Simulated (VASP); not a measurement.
# In3SbTe2 (P-3m1) in VASP: further runs

Runs on In3SbTe2. Level: PBE. Tasks: relaxation of shape and atoms at fixed volume.

All numbers are computed with VASP 6.6.1; they aren't measurements. Logs are shortened: lines on timing, memory, paths and dates and some standing lists are left out, and cuts for length are marked.

**1. The cell of the first run**

It takes space group P-3m1 (No. 164, trigonal). Conventional cell: a = 4.237 Å, b = 4.237 Å, c = 10.267 Å, α = 90.00°, β = 90.00°, γ = 120.00°. In (site symmetry -3m) has 6 Te at 3.00 Å within 4.0 Å. In (site symmetry 3m) has 3 Sb at 2.92 Å and 3 Te at 3.03 Å and 12 In at 4.03 to 4.30 Å within 4.3 Å. Within 3.9 Å of Sb (site symmetry -3m) lie 6 In at 2.92 Å. Within 4.0 Å of Te (site symmetry 3m) lie 6 In at 3.00 to 3.03 Å.

**2. Relaxation of shape and atoms at fixed volume, PBE (26.60 Å³/atom)**

INCAR reads:

```
PREC = Accurate
ENCUT = 600
EDIFF = 1E-7
ISMEAR = 0
SIGMA = 0.1
LREAL = F
LASPH = T
NELM = 100
ALGO = Normal
ISIF = 4
LWAVE = F
LCHARG = F
GGA = PE
IBRION = 2
NSW = 50
EDIFFG = -0.01
```

KPOINTS reads:

```
Automatic mesh
0
Gamma
  9 9 4
```

POSCAR reads:

```
In3SbTe2
1.0
    4.2368293136      0.0000000000      0.0000000000
   -2.1184146568      3.6692018171      0.0000000000
    0.0000000000      0.0000000000     10.2668278564
In Sb Te
3 1 2
Direct
    0.0000000000      0.0000000000      0.5000000000
    0.3333333333      0.6666666667      0.1561057472
    0.6666666667      0.3333333333      0.8438942528
    0.0000000000      0.0000000000      0.0000000000
    0.3333333333      0.6666666667      0.6693147041
    0.6666666667      0.3333333333      0.3306852959
```

Potentials or basis: VASP PAW PBE potentials, release 64 (In_d, Sb, Te).

Run with:

```sh
$ cat potpaw_PBE.64/In_d/POTCAR potpaw_PBE.64/Sb/POTCAR potpaw_PBE.64/Te/POTCAR > POTCAR
$ mpirun -np 1 vasp_std > vasp.out
```

OUTCAR:

```text
PREC = Accurate
   ENCUT = 600
   EDIFF = 1E-7
   ISMEAR = 0
   LREAL = F
   LASPH = T
   NELM = 100
   ISIF = 4
   GGA = PE
   IBRION = 2
   NSW = 50
   EDIFFG = -0.01

 ion  position               nearest neighbor table
   1  0.000  0.000  0.500-   5 3.00   6 3.00   6 3.00   5 3.00   6 3.00   5 3.00
   2  0.333  0.667  0.156-   4 2.92   4 2.92   4 2.92   6 3.03   6 3.03   6 3.03
   3  0.667  0.333  0.844-   4 2.92   4 2.92   4 2.92   5 3.03   5 3.03   5 3.03
   4  0.000  0.000  0.000-   2 2.92   3 2.92   3 2.92   2 2.92   3 2.92   2 2.92
   5  0.333  0.667  0.669-   1 3.00   1 3.00   1 3.00   3 3.03   3 3.03   3 3.03
   6  0.667  0.333  0.331-   1 3.00   1 3.00   1 3.00   2 3.03   2 3.03   2 3.03

  LATTYP: Found a hexagonal cell.
 ALAT       =     4.2368293136
 C/A-ratio  =     2.4232337667

  Lattice vectors:

 A1 = (   4.2368293136,   0.0000000000,   0.0000000000)
 A2 = (  -2.1184146568,   3.6692018171,   0.0000000000)
 A3 = (   0.0000000000,   0.0000000000,  10.2668278564)

Analysis of symmetry for initial positions (statically):
=====================================================================
 Subroutine PRICEL returns:
 Original cell was already a primitive cell.

 Routine SETGRP: Setting up the symmetry group for a
 hexagonal supercell.

 Subroutine GETGRP returns: Found 12 space group operations
 (whereof 12 operations were pure point group operations)
 out of a pool of 24 trial point group operations.

The static configuration has the point symmetry D_3d.

Analysis of symmetry for dynamics (positions and initial velocities):
=====================================================================
 Subroutine PRICEL returns:
 Original cell was already a primitive cell.

 Routine SETGRP: Setting up the symmetry group for a
 hexagonal supercell.

 Subroutine GETGRP returns: Found 12 space group operations
 (whereof 12 operations were pure point group operations)
 out of a pool of 24 trial point group operations.

The dynamic configuration has the point symmetry D_3d.

 Subroutine INISYM returns: Found 12 space group operations
 (whereof 12 operations are pure point group operations),
 and found     1 'primitive' translations

----------------------------------------------------------------------------------------

                                     Primitive cell

  volume of cell :     159.6059

  direct lattice vectors                    reciprocal lattice vectors
     4.236829314  0.000000000  0.000000000     0.236025557  0.136269419  0.000000000
    -2.118414657  3.669201817  0.000000000     0.000000000  0.272538838  0.000000000
     0.000000000  0.000000000 10.266827856     0.000000000  0.000000000  0.097401068

  length of vectors
     4.236829314  4.236829314 10.266827856     0.272538838  0.272538838  0.097401068

  position of ions in fractional coordinates (direct lattice)
     0.000000000  0.000000000  0.500000000
     0.333333333  0.666666667  0.156105747
     0.666666667  0.333333333  0.843894253
     0.000000000  0.000000000  0.000000000
     0.333333333  0.666666667  0.669314704
     0.666666667  0.333333333  0.330685296

  ion indices of the primitive-cell ions
   primitive index   ion index
                 1           1
                 2           2
                 3           3
                 4           4
                 5           5
                 6           6

----------------------------------------------------------------------------------------

 KPOINTS: Automatic mesh

Automatic generation of k-mesh.
 Grid dimensions read from file:
 generate k-points for:    9    9    4

 Generating k-lattice:

  Cartesian coordinates                     Fractional coordinates (reciprocal lattice)
     0.026225062  0.015141047  0.000000000     0.111111111 -0.000000000  0.000000000
     0.000000000  0.030282093  0.000000000     0.000000000  0.111111111  0.000000000
     0.000000000  0.000000000  0.024350267     0.000000000  0.000000000  0.250000000

  Length of vectors
     0.030282093  0.030282093  0.024350267

  Shift w.r.t. Gamma in fractional coordinates (k-lattice)
     0.000000000  0.000000000  0.000000000

 Subroutine IBZKPT returns following result:
 ===========================================

 Found     43 irreducible k-points:

 Following reciprocal coordinates:
            Coordinates               Weight
  0.000000  0.000000  0.000000      1.000000
  0.111111  0.000000  0.000000      6.000000
  0.222222 -0.000000  0.000000      6.000000
  0.333333 -0.000000  0.000000      6.000000
  0.444444 -0.000000  0.000000      6.000000
  0.111111  0.111111  0.000000      6.000000
[... 16 lines left out ...]
  0.222222  0.111111  0.250000     12.000000
 -0.111111  0.333333  0.250000     12.000000
 [... further k-points ...]
   k-points           NKPTS =     43   k-points in BZ     NKDIM =     43   number of bands    NBANDS=     33
   number of dos      NEDOS =    301   number of ions     NIONS =      6
   total plane-waves  NPLWV = 108864
   dimension x,y,z NGX =    36 NGY =   36 NGZ =   84
   dimension x,y,z NGXF=    72 NGYF=   72 NGZF=  168
   ions per type =               3   1   2
   NGX,Y,Z   is equivalent  to a cutoff of  14.13, 14.13, 13.60 a.u.
   NGXF,Y,Z  is equivalent  to a cutoff of  28.25, 28.25, 27.20 a.u.
 SYSTEM =  unknown system
   PREC   = accura    normal or accurate (medium, high low for compatibility)
   ISTART =      0    job   : 0-new  1-cont  2-samecut
   ICHARG =      2    charge: 1-file 2-atom 10-const
   ISPIN  =      1    spin polarized calculation?
   LNONCOLLINEAR =      F non collinear calculations
   LSORBIT =      F    spin-orbit coupling
   LASPH  =      T    aspherical Exc in radial PAW
   ENCUT  =  600.0 eV  44.10 Ry    6.64 a.u.   8.46  8.46 20.51*2*pi/ulx,y,z
   NELM   =    100;   NELMIN=  2; NELMDL= -5     # of ELM steps
   EDIFF  = 0.1E-06   stopping-criterion for ELM
   LREAL  =      F    real-space projection
   EDIFFG = -.1E-01   stopping-criterion for IOM
   NSW    =     50    number of steps for IOM
   IBRION =      2    ionic relax: 0-MD 1-quasi-New 2-CG
   NFREE  =      1    steps in history (QN), initial steepest desc. (CG)
   ISIF   =      4    stress and relaxation
   ISYM   =      2    0-nonsym 1-usesym 2-fastsym
   POTIM  = 0.5000    time-step for ionic-motion
   TEBEG  =    0.0;   TEEND  =   0.0 temperature during run
   PSTRESS=    0.0 pullay stress
   NELECT =      56.0000    total number of electrons
   NUPDOWN=      -1.0000    fix difference up-down
   EMIN   =  10.00;   EMAX   =-10.00  energy-range for DOS
   EFERMI =   0.00;   METHOD = LEGACY
   ISMEAR =     0;   SIGMA  =   0.10  broadening in eV -4-tet -1-fermi 0-gaus
   EFERMI_NEDOS =   21; number of points for ismear=-14 and -15
   IALGO  =     38    algorithm
   IMIX   =      4    mixing-type and parameters
     AMIX     =   0.40;   BMIX     =  1.00
     AMIX_MAG =   1.60;   BMIX_MAG =  1.00
  volume/ion in A,a.u.               =      26.60       179.51
  Fermi-wavevector in a.u.,A,eV,Ry     =   1.154661  2.181993 18.139864  1.333242
  Thomas-Fermi vector in A             =   2.291296
   LORBIT       =      0    0 simple, 1 ext, 2 COOP (PROOUT), +10 PAW based schemes
   GGA     = PE    functional components
   LHFCALC =     F    Hartree Fock is set to
   AEXX    =    0.0000 exact exchange contribution
   IVDW    =     0    specifies the selected vdW correction
   LEPSILON=     F    determine dielectric tensor
   LRPA    =     F    only Hartree local field effects (RPA)
 conjugate gradient relaxation of ions
 non-spin polarized calculation
 Gauss-broadening in eV      SIGMA  =   0.10
  energy-cutoff  :      600.00
  volume of cell :      159.61
 maximum number of plane-waves:      5399
 NGX is ok and might be reduce to    36
   NGX = 17   NGY = 17   NGZ = 41

--------------------------------------- Ionic step        1  -------------------------------------------

 number of electron      56.0000005 magnetization

 Free energy of the ion-electron system (eV)
  ---------------------------------------------------
  ext. energy  EPLUGINS =         0.00000000
  ---------------------------------------------------
  free energy    TOTEN  =       -18.90678333 eV

  energy without entropy =      -18.90027744  energy(sigma->0) =      -18.90353039

------------------------ aborting loop because EDIFF is reached ----------------------------------------

  FORCE on cell =-STRESS in cart. coord.  units (eV):
  Direction    XX          YY          ZZ          XY          YZ          ZX
  --------------------------------------------------------------------------------------
  -------------------------------------------------------------------------------------
  Total        7.5261900      7.5261900      7.5101392      0.0000000      0.0000000      0.0000000
  in kB       75.5504247     75.5504247     75.3893013      0.0000000      0.0000000      0.0000000
  external PRESSURE =      75.4967169 kB  Pullay stress =       0.0000000 kB

 VOLUME and BASIS-vectors are now :
 -----------------------------------------------------------------------------
  energy-cutoff  :      600.00
  volume of cell :      159.61
      direct lattice vectors                 reciprocal lattice vectors
     4.236829314  0.000000000  0.000000000     0.236025557  0.136269419  0.000000000
    -2.118414657  3.669201817  0.000000000     0.000000000  0.272538838  0.000000000
     0.000000000  0.000000000 10.266827856     0.000000000  0.000000000  0.097401068
[... 41 lines left out ...]
 POSITION                                       TOTAL-FORCE (eV/Angst)
 -----------------------------------------------------------------------------------
      0.00000      0.00000      5.13297         0.000000      0.000000      0.000000
     -0.00000      2.44624      1.60363         0.000000      0.000000      0.014654
      2.11851      1.22312      8.66232        -0.000000     -0.000000     -0.014654
      0.00000      0.00000      0.00000         0.000000      0.000000      0.000000
     -0.00000      2.44624      6.87064        -0.000000      0.000000     -0.009118
      2.11851      1.22312      3.39531         0.000000      0.000000      0.009118
 -----------------------------------------------------------------------------------
    total drift:                               -0.000000     -0.000000      0.000000

  FREE ENERGIE OF THE ION-ELECTRON SYSTEM (eV)
  ---------------------------------------------------
  free  energy   TOTEN  =       -18.9068328669 eV

  energy  without entropy=      -18.9003376184  energy(sigma->0) =      -18.90358524

--------------------------------------- Ionic step        3  -------------------------------------------

 number of electron      56.0000007 magnetization

 Free energy of the ion-electron system (eV)
  ---------------------------------------------------
  ext. energy  EPLUGINS =         0.00000000
  ---------------------------------------------------
  free energy    TOTEN  =       -18.90688526 eV

  energy without entropy =      -18.90041362  energy(sigma->0) =      -18.90364944

 E-fermi :   7.9979     XC(G=0): -10.1034

 val. band max:        7.9296700805   @ k =  -0.2222  -0.4444   0.2500
 cond. band min:       8.0165146907   @ k =   0.2222   0.2222   0.5000
 fundamental gap:      0.0868446102
 Fermi energy:         7.9978596719

 k-point     1 :       0.0000    0.0000    0.0000
  band No.  band energies     occupation
      1      -6.8268      2.00000
      2      -6.8268      2.00000
      3      -6.7772      2.00000
      4      -6.7695      2.00000
      5      -6.7695      2.00000
      6      -6.7593      2.00000
[... 853 lines left out ...]
     32      11.5372      0.00000
     33      11.7520      0.00000

 [... further k-points ...]

------------------------ aborting loop because EDIFF is reached ----------------------------------------

  FORCE on cell =-STRESS in cart. coord.  units (eV):
  Direction    XX          YY          ZZ          XY          YZ          ZX
  --------------------------------------------------------------------------------------
  -------------------------------------------------------------------------------------
  Total        7.5155134      7.5155134      7.5180521     -0.0000000      0.0000000      0.0000000
  in kB       75.4432499     75.4432499     75.4687345     -0.0000000      0.0000000      0.0000000
  external PRESSURE =      75.4517448 kB  Pullay stress =       0.0000000 kB

 VOLUME and BASIS-vectors are now :
 -----------------------------------------------------------------------------
  energy-cutoff  :      600.00
  volume of cell :      159.61
      direct lattice vectors                 reciprocal lattice vectors
     4.237451011  0.000000000  0.000000000     0.235990929  0.136249426  0.000000000
    -2.118725506  3.669740223  0.000000000     0.000000000  0.272498853  0.000000000
     0.000000000  0.000000000 10.263815483     0.000000000  0.000000000  0.097429655

 POSITION                                       TOTAL-FORCE (eV/Angst)
 -----------------------------------------------------------------------------------
      0.00000      0.00000      5.13191        -0.000000      0.000000      0.000000
     -0.00000      2.44649      1.60583         0.000000     -0.000000     -0.001237
      2.11873      1.22325      8.65798        -0.000000      0.000000      0.001237
      0.00000      0.00000      0.00000        -0.000000      0.000000      0.000000
     -0.00000      2.44649      6.86799         0.000000     -0.000000     -0.005635
      2.11873      1.22325      3.39583        -0.000000      0.000000      0.005635
 -----------------------------------------------------------------------------------
    total drift:                                0.000000     -0.000000     -0.000000

  FREE ENERGIE OF THE ION-ELECTRON SYSTEM (eV)
  ---------------------------------------------------
  free  energy   TOTEN  =       -18.9068852637 eV

  energy  without entropy=      -18.9004136216  energy(sigma->0) =      -18.90364944

 reached required accuracy - stopping structural energy minimisation
```

Run time: 5.8 min. Hardware: 1 thread of Intel Xeon 6975P-C (Granite Rapids), shared host; peak memory 0.52 GiB.

Results:

| Quantity | Value |
| --- | --- |
| Free energy | -18.9069 eV |
| Energy gained by relaxing | 0.0 meV/atom |
| Ionic steps | 3 |
| Pressure after relaxing | 7.5 GPa |
| Largest force after relaxing | 0.006 eV/Å |
| Band gap on the k mesh | zero (bands 28 and 29 overlap by 1.76 eV) |

Forces in eV/Å, atoms in the order of the input:
```
In   0.000  0.000  0.000
In   0.000  0.000 -0.001
In   0.000  0.000  0.001
Sb   0.000  0.000  0.000
Te   0.000  0.000 -0.006
Te   0.000  0.000  0.006
```

Step by step:
| step | energy change (eV) | largest force (eV/Å) | pressure (GPa) | volume (Å³) |
| --- | --- | --- | --- | --- |
| 1 | 0.0000 | 0.0218 | 7.55 | 159.61 |
| 2 | 0.0000 | 0.0147 | 7.55 | 159.61 |
| 3 | -0.0001 | 0.0056 | 7.55 | 159.61 |

Final structure:
```xyz
6
Lattice="4.2375 0.0000 0.0000 -2.1187 3.6697 0.0000 0.0000 0.0000 10.2638" Properties=species:S:1:pos:R:3 pbc="T T T"
In    0.0000    0.0000    5.1319
In    0.0000    2.4465    1.6058
In    2.1187    1.2232    8.6580
Sb    0.0000    0.0000    0.0000
Te    0.0000    2.4465    6.8680
Te    2.1187    1.2232    3.3958
```

Caveat: spin-orbit coupling is left out, which moves the levels of the heavy elements.

**3. Relaxation of shape and atoms at fixed volume, PBE (27.51 Å³/atom)**

This run uses another cell than the first one, of 27.51 Å³/atom.

INCAR reads:

```
SYSTEM = In3SbTe2
PREC = Accurate
ENCUT = 600
EDIFF = 1E-7
ISMEAR = 0
SIGMA = 0.1
LREAL = .FALSE.
LASPH = .TRUE.
NELM = 60
ALGO = Normal
ISIF = 4
LWAVE = .FALSE.
LCHARG = .FALSE.
GGA = PE
IBRION = 2
NSW = 50
EDIFFG = -0.01
```

KPOINTS reads:

```
regular mesh
0
G
  9 9 4
  0 0 0
```

POSCAR reads:

```
In3SbTe2
1.0
    4.2840536922      0.0000000000      0.0000000000
   -2.1420268461      3.7100993286      0.0000000000
    0.0000000000      0.0000000000     10.3840585078
In Sb Te
3 1 2
Direct
    0.0000000000      0.0000000000      0.5000000000
    0.3333333333      0.6666666667      0.1557731913
    0.6666666667      0.3333333333      0.8442268087
    0.0000000000      0.0000000000      0.0000000000
    0.3333333333      0.6666666667      0.6696310335
    0.6666666667      0.3333333333      0.3303689665
```

Potentials or basis: VASP PAW PBE potentials, release 64 (In_d, Sb, Te).

Run with:

```sh
$ cat potpaw_PBE.64/In_d/POTCAR potpaw_PBE.64/Sb/POTCAR potpaw_PBE.64/Te/POTCAR > POTCAR
$ mpirun -np 1 vasp_std > vasp.out
```

It took 5 min on 1 thread of Intel Xeon 6975P-C (Granite Rapids), shared host; peak memory 0.52 GiB.

It converged, with:

```
Free energy                  : -19.1209 eV
Energy gained by relaxing    : 0.0 meV/atom
Ionic steps                  : 3
Pressure after relaxing      : 5.1 GPa
Largest force after relaxing : 0.005 eV/Å
Band gap on the k mesh       : zero (bands 28 and 29 overlap by 1.68 eV)
```

Forces in eV/Å, atoms in the order of the input:
```
In   0.000  0.000  0.000
In   0.000  0.000 -0.002
In   0.000  0.000  0.002
Sb   0.000  0.000  0.000
Te   0.000  0.000 -0.005
Te   0.000  0.000  0.005
```

Final structure:
```
CELL_PARAMETERS angstrom
4.28464 0.00000 0.00000
-2.14232 3.71061 0.00000
0.00000 0.00000 10.38121
ATOMIC_POSITIONS crystal
In 0.00000 0.00000 0.50000
In 0.33333 0.66667 0.15609
In 0.66667 0.33333 0.84391
Sb 0.00000 0.00000 0.00000
Te 0.33333 0.66667 0.66940
Te 0.66667 0.33333 0.33060
```

Levels at points of the mesh, in eV from the Fermi level:
```csv
k point,band 25,band 26,band 27,band 28,band 29,band 30,band 31,band 32
"(0.00, 0.00, 0.00)",-1.25,-1.07,-0.16,-0.16,1.44,1.62,2.68,2.68
"(0.00, 0.00, 0.50)",-1.34,-0.14,-0.14,0.74,0.85,1.62,2.08,2.08
```

Caveat: spin-orbit coupling is left out, which moves the levels of the heavy elements.

The gap in the log of VASP goes by the Fermi energy; the results here count the filled bands.